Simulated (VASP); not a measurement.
# LaSi2Ir2 (I4/mmm) in VASP: single point with LDA

Aim: the single point of LaSi2Ir2 with LDA.

Everything below comes from runs of VASP 6.6.1. Logs are shortened: lines on timing, memory, paths and dates and some standing lists are left out, and cuts for length are marked.

### Step 1. The cell of the first run

The structure is tetragonal, space group I4/mmm (No. 139). The conventional cell has a = 4.076 Å, b = 4.076 Å, c = 10.200 Å, α = 90.00°, β = 90.00°, γ = 90.00°. Within 4.2 Å of La (site symmetry 4/mmm) lie 10 Si at 3.16 to 3.80 Å and 8 Ir at 3.26 Å and 4 La at 4.08 Å. Si (site symmetry 4mm) has 4 Ir at 2.39 Å and 1 Si at 2.59 Å and 4 La at 3.16 Å within 3.2 Å. Within 3.3 Å of Ir (site symmetry -4m2) lie 4 Si at 2.39 Å and 4 Ir at 2.88 Å and 4 La at 3.26 Å.

### Step 2. Single point, LDA

INCAR reads:

```
SYSTEM = LaSi2Ir2
PREC = Accurate
ENCUT = 500
EDIFF = 1E-6
ISMEAR = 0
SIGMA = 0.1
LREAL = .False.
LASPH = .True.
NELM = 200
ALGO = Normal
ISIF = 2
LWAVE = .False.
LCHARG = .False.
NBANDS = 26
GGA_COMPAT = .False.
LMAXMIX = 6
```

KPOINTS reads:

```
Automatic mesh
0
Gamma
  12 12 12
  0 0 0
```

POSCAR reads:

```
LaSi2Ir2
1.0
   -2.0379216426      2.0379216426      5.0997728055
    2.0379216426     -2.0379216426      5.0997728055
    2.0379216426      2.0379216426     -5.0997728055
La Si Ir
1 2 2
Direct
    0.0000000000      0.0000000000      0.0000000000
    0.3730557615      0.3730557615      0.0000000000
    0.6269442385      0.6269442385      0.0000000000
    0.7500000000      0.2500000000      0.5000000000
    0.2500000000      0.7500000000      0.5000000000
```

Potentials or basis: VASP PAW LDA potentials, release 64 (La, Si, Ir).

On the command line:

```sh
$ cat potpaw_LDA.64/La/POTCAR potpaw_LDA.64/Si/POTCAR potpaw_LDA.64/Ir/POTCAR > POTCAR
$ mpirun -np 1 vasp_std > vasp.out
```

OUTCAR:

```text
SYSTEM = LaSi2Ir2
   PREC = Accurate
   ENCUT = 500
   EDIFF = 1E-6
   ISMEAR = 0
   LREAL = .False.
   LASPH = .True.
   NELM = 200
   ISIF = 2

 ion  position               nearest neighbor table
   1  0.000  0.000  0.000-   3 3.16   3 3.16   3 3.16   2 3.16   3 3.16   2 3.16   2 3.16   2 3.16
                             5 3.26   4 3.26   5 3.26   4 3.26   4 3.26   4 3.26   5 3.26   5 3.26
   2  0.373  0.373  0.000-   4 2.39   5 2.39   5 2.39   4 2.39   3 2.59   1 3.16   1 3.16   1 3.16
                             1 3.16
   3  0.627  0.627  0.000-   5 2.39   4 2.39   4 2.39   5 2.39   2 2.59   1 3.16   1 3.16   1 3.16
                             1 3.16
   4  0.750  0.250  0.500-   2 2.39   3 2.39   2 2.39   3 2.39   5 2.88   5 2.88   5 2.88   5 2.88
                             1 3.26   1 3.26   1 3.26   1 3.26
   5  0.250  0.750  0.500-   2 2.39   3 2.39   2 2.39   3 2.39   4 2.88   4 2.88   4 2.88   4 2.88
                             1 3.26   1 3.26   1 3.26   1 3.26

  LATTYP: Found a body centered tetragonal cell.
 ALAT       =     4.0758432852
 C/A-ratio  =     2.5024381207

  Lattice vectors:

 A1 = (  -2.0379216426,   2.0379216426,   5.0997728055)
 A2 = (   2.0379216426,  -2.0379216426,   5.0997728055)
 A3 = (   2.0379216426,   2.0379216426,  -5.0997728055)

Analysis of symmetry for initial positions (statically):
=====================================================================
 Subroutine PRICEL returns:
 Original cell was already a primitive cell.

 Routine SETGRP: Setting up the symmetry group for a
 body centered tetragonal supercell.

 Subroutine GETGRP returns: Found 16 space group operations
 (whereof 16 operations were pure point group operations)
 out of a pool of 16 trial point group operations.

The static configuration has the point symmetry D_4h.

Analysis of symmetry for dynamics (positions and initial velocities):
=====================================================================
 Subroutine PRICEL returns:
 Original cell was already a primitive cell.

 Routine SETGRP: Setting up the symmetry group for a
 body centered tetragonal supercell.

 Subroutine GETGRP returns: Found 16 space group operations
 (whereof 16 operations were pure point group operations)
 out of a pool of 16 trial point group operations.

The dynamic configuration has the point symmetry D_4h.

 Subroutine INISYM returns: Found 16 space group operations
 (whereof 16 operations are pure point group operations),
 and found     1 'primitive' translations

----------------------------------------------------------------------------------------

                                     Primitive cell

  volume of cell :      84.7200

  direct lattice vectors                    reciprocal lattice vectors
    -2.037921643  2.037921643  5.099772805     0.000000000  0.245348000  0.098043583
     2.037921643 -2.037921643  5.099772805     0.245348000  0.000000000  0.098043583
     2.037921643  2.037921643 -5.099772805     0.245348000  0.245348000  0.000000000

  length of vectors
     5.857809481  5.857809481  5.857809481     0.264212387  0.264212387  0.346974470

  position of ions in fractional coordinates (direct lattice)
     0.000000000  0.000000000  0.000000000
     0.373055761  0.373055761  0.000000000
     0.626944239  0.626944239  0.000000000
     0.750000000  0.250000000  0.500000000
     0.250000000  0.750000000  0.500000000

  ion indices of the primitive-cell ions
   primitive index   ion index
                 1           1
                 2           2
                 3           3
                 4           4
                 5           5

----------------------------------------------------------------------------------------

 KPOINTS: Automatic mesh

Automatic generation of k-mesh.
 Grid dimensions read from file:
 generate k-points for:   12   12   12

 Generating k-lattice:

  Cartesian coordinates                     Fractional coordinates (reciprocal lattice)
     0.000000000  0.020445667  0.008170299     0.083333333 -0.000000000  0.000000000
     0.020445667  0.000000000  0.008170299    -0.000000000  0.083333333  0.000000000
     0.020445667  0.020445667  0.000000000     0.000000000  0.000000000  0.083333333

  Length of vectors
     0.022017699  0.022017699  0.028914539

  Shift w.r.t. Gamma in fractional coordinates (k-lattice)
     0.000000000  0.000000000  0.000000000

 Subroutine IBZKPT returns following result:
 ===========================================

 Found    163 irreducible k-points:

 Following reciprocal coordinates:
            Coordinates               Weight
  0.000000  0.000000  0.000000      1.000000
  0.083333  0.000000  0.000000      8.000000
  0.166667 -0.000000  0.000000      8.000000
  0.250000  0.000000  0.000000      8.000000
  0.333333 -0.000000  0.000000      8.000000
  0.416667  0.000000 -0.000000      8.000000
[... 16 lines left out ...]
  0.500000  0.166667  0.000000     16.000000
 -0.416667  0.166667  0.000000     16.000000
 [... further k-points ...]
   k-points           NKPTS =    163   k-points in BZ     NKDIM =    163   number of bands    NBANDS=     26
   number of dos      NEDOS =    301   number of ions     NIONS =      5
   total plane-waves  NPLWV = 110592
   dimension x,y,z NGX =    48 NGY =   48 NGZ =   48
   dimension x,y,z NGXF=    96 NGYF=   96 NGZF=   96
   ions per type =               1   2   2
   NGX,Y,Z   is equivalent  to a cutoff of  13.62, 13.62, 13.62 a.u.
   NGXF,Y,Z  is equivalent  to a cutoff of  27.25, 27.25, 27.25 a.u.
 SYSTEM =  LaSi2Ir2
   PREC   = accura    normal or accurate (medium, high low for compatibility)
   ISTART =      0    job   : 0-new  1-cont  2-samecut
   ICHARG =      2    charge: 1-file 2-atom 10-const
   ISPIN  =      1    spin polarized calculation?
   LNONCOLLINEAR =      F non collinear calculations
   LSORBIT =      F    spin-orbit coupling
   LASPH  =      T    aspherical Exc in radial PAW
   ENCUT  =  500.0 eV  36.75 Ry    6.06 a.u.  10.68 10.68 10.68*2*pi/ulx,y,z
   NELM   =    200;   NELMIN=  2; NELMDL= -5     # of ELM steps
   EDIFF  = 0.1E-05   stopping-criterion for ELM
   LREAL  =      F    real-space projection
   EDIFFG = 0.1E-04   stopping-criterion for IOM
   NSW    =      0    number of steps for IOM
   IBRION =     -1    ionic relax: 0-MD 1-quasi-New 2-CG
   NFREE  =      0    steps in history (QN), initial steepest desc. (CG)
   ISIF   =      2    stress and relaxation
   ISYM   =      2    0-nonsym 1-usesym 2-fastsym
   POTIM  = 0.5000    time-step for ionic-motion
   TEBEG  =    0.0;   TEEND  =   0.0 temperature during run
   PSTRESS=    0.0 pullay stress
   NELECT =      37.0000    total number of electrons
   NUPDOWN=      -1.0000    fix difference up-down
   EMIN   =  10.00;   EMAX   =-10.00  energy-range for DOS
   EFERMI =   0.00;   METHOD = LEGACY
   ISMEAR =     0;   SIGMA  =   0.10  broadening in eV -4-tet -1-fermi 0-gaus
   EFERMI_NEDOS =   21; number of points for ismear=-14 and -15
   IALGO  =     38    algorithm
   IMIX   =      4    mixing-type and parameters
     AMIX     =   0.40;   BMIX     =  1.00
     AMIX_MAG =   1.60;   BMIX_MAG =  1.00
  volume/ion in A,a.u.               =      16.94       114.34
  Fermi-wavevector in a.u.,A,eV,Ry     =   1.242072  2.347176 20.990295  1.542743
  Thomas-Fermi vector in A             =   2.376442
   LORBIT       =      0    0 simple, 1 ext, 2 COOP (PROOUT), +10 PAW based schemes
   GGA     = CA    functional components
   LHFCALC =     F    Hartree Fock is set to
   AEXX    =    0.0000 exact exchange contribution
   IVDW    =     0    specifies the selected vdW correction
   LEPSILON=     F    determine dielectric tensor
   LRPA    =     F    only Hartree local field effects (RPA)
 non-spin polarized calculation
 Gauss-broadening in eV      SIGMA  =   0.10
  energy-cutoff  :      500.00
  volume of cell :       84.72
 maximum number of plane-waves:      2187
 NGX is ok and might be reduce to    48
   NGX = 21   NGY = 21   NGZ = 21

 number of electron      37.0000000 magnetization

 Free energy of the ion-electron system (eV)
  ---------------------------------------------------
  ext. energy  EPLUGINS =         0.00000000
  ---------------------------------------------------
  free energy    TOTEN  =       -43.57102511 eV

  energy without entropy =      -43.56114992  energy(sigma->0) =      -43.56608752

 E-fermi :  10.1569     XC(G=0): -12.0984

 val. band max:       10.1492144942   @ k =  -0.3333   0.5000   0.2500
 cond. band min:      10.1578166533   @ k =  -0.0833   0.5000   0.0833
 fundamental gap:      0.0086021590
 Fermi energy:        10.1568943506

 k-point     1 :       0.0000    0.0000    0.0000
  band No.  band energies     occupation
      1     -21.8006      2.00000
      2      -5.8070      2.00000
      3      -5.5978      2.00000
      4      -5.5978      2.00000
      5      -1.3413      2.00000
      6       1.4413      2.00000
[... 18 lines left out ...]
     25      12.7839      0.00000
     26      12.9614      0.00000

 k-point     2 :       0.0833    0.0000    0.0000
  band No.  band energies     occupation
      1     -21.7983      2.00000
      2      -5.8074      2.00000
      3      -5.6467      2.00000
      4      -5.5924      2.00000
      5      -1.2310      2.00000
      6       1.4499      2.00000
[... 18 lines left out ...]
     25      12.7926      0.00000
     26      12.9611      0.00000

 k-point     3 :       0.1667   -0.0000    0.0000
  band No.  band energies     occupation
      1     -21.7921      2.00000
      2      -5.8136      2.00000
      3      -5.7668      2.00000
      4      -5.5775      2.00000
      5      -0.9241      2.00000
      6       1.4692      2.00000
[... 572 lines left out ...]
 k-point    23 :       0.5000    0.1667    0.0000
  band No.  band energies     occupation
      1     -21.7591      2.00000
      2      -6.1698      2.00000
      3      -5.7665      2.00000
      4      -5.6486      2.00000
      5       0.7818      2.00000
      6       1.2649      2.00000
[... 18 lines left out ...]
     25      12.8217      0.00000
     26      12.8716      0.00000

 k-point    24 :      -0.4167    0.1667    0.0000
  band No.  band energies     occupation
      1     -21.7616      2.00000
      2      -6.1394      2.00000
      3      -5.7603      2.00000
      4      -5.6565      2.00000
      5       0.5172      2.00000
      6       1.4945      2.00000
[... 18 lines left out ...]
     25      12.8247      0.00000
     26      12.8858      0.00000

 [... further k-points ...]

------------------------ aborting loop because EDIFF is reached ----------------------------------------

  FORCE on cell =-STRESS in cart. coord.  units (eV):
  Direction    XX          YY          ZZ          XY          YZ          ZX
  --------------------------------------------------------------------------------------
  -------------------------------------------------------------------------------------
  Total        0.4834920      0.4834920      0.2729387      0.0000000      0.0000000      0.0000000
  in kB        9.1435347      9.1435347      5.1616665      0.0000000      0.0000000      0.0000000
  external PRESSURE =       7.8162453 kB  Pullay stress =       0.0000000 kB

 VOLUME and BASIS-vectors are now :
 -----------------------------------------------------------------------------
  energy-cutoff  :      500.00
  volume of cell :       84.72
      direct lattice vectors                 reciprocal lattice vectors
    -2.037921643  2.037921643  5.099772805     0.000000000  0.245348000  0.098043583
     2.037921643 -2.037921643  5.099772805     0.245348000  0.000000000  0.098043583
     2.037921643  2.037921643 -5.099772805     0.245348000  0.245348000  0.000000000

 POSITION                                       TOTAL-FORCE (eV/Angst)
 -----------------------------------------------------------------------------------
      0.00000      0.00000      0.00000         0.000000      0.000000      0.000000
      0.00000      0.00000      3.80500         0.000000      0.000000      0.106396
      0.00000      0.00000      6.39455        -0.000000     -0.000000     -0.106396
      0.00000      2.03792      2.54989         0.000000      0.000000      0.000000
      2.03792      0.00000      2.54989         0.000000      0.000000      0.000000
 -----------------------------------------------------------------------------------
    total drift:                                0.000000     -0.000000      0.000000

  FREE ENERGIE OF THE ION-ELECTRON SYSTEM (eV)
  ---------------------------------------------------
  free  energy   TOTEN  =       -43.5710251144 eV

  energy  without entropy=      -43.5611499240  energy(sigma->0) =      -43.56608752
```

Wall time 16 min (1 thread of Intel Xeon 8259CL, shared host); peak memory 0.56 GiB.

Results:

| Quantity | Value |
| --- | --- |
| Free energy | -43.5710 eV |
| Pressure | 0.8 GPa |
| Largest force | 0.106 eV/Å |
| Band gap on the k mesh | zero (an odd number of electrons rules out a gap without spin polarisation) |

Forces on the atoms (eV/Å):
```
La   0.000  0.000  0.000
Si   0.000  0.000  0.106
Si   0.000  0.000 -0.106
Ir   0.000  0.000  0.000
Ir   0.000  0.000  0.000
```

Caveat: spin-orbit coupling is left out, which moves the levels of the heavy elements.
